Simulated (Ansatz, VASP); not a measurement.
# Two plane-wave programs on Sb

```
Sb
1.0
     3.03360    0.00000    0.00000
     0.00000    3.03360    0.00000
     0.00000    0.00000    3.41280
Sb
1
Direct
  0.00000 0.00000 0.00000
```

Change from the starting cell: strain -0.040 along x and y, +0.080 along z, atoms carried along.

Alike in both runs: task single point; functional PBEsol; k mesh 16 × 16 × 16; occupations gaussian, width 0.15 eV; no spin polarisation.

```csv
,VASP,Ansatz
version,VASP 6.6.1,Ansatz 0.2.0
potentials or method,"VASP PAW PBE potentials, release 64 (Sb), cutoff 520 eV","scalar-relativistic, plane waves, PAW"
valence electrons in the cell,5,15
```

```csv
,VASP,Ansatz,Ansatz less VASP
gap on the k mesh at the Fermi level (eV),none,none,-
pressure (GPa),-3.2,-3.3,-0.07
"traceless stress, the component that is largest in VASP (GPa)",-5.82,-5.76,+0.057
```

VASP's potentials were made for PBE, not for PBEsol. A gap of «none» marks a metal or a gap that the smearing closes. With one functional, cell and mesh, what is left measures potentials, basis and numerics. VASP's potentials hold 5 valence electrons a cell and Ansatz's 15, so a difference there can come from the potentials and not from the codes.

Spin-orbit coupling is off throughout.
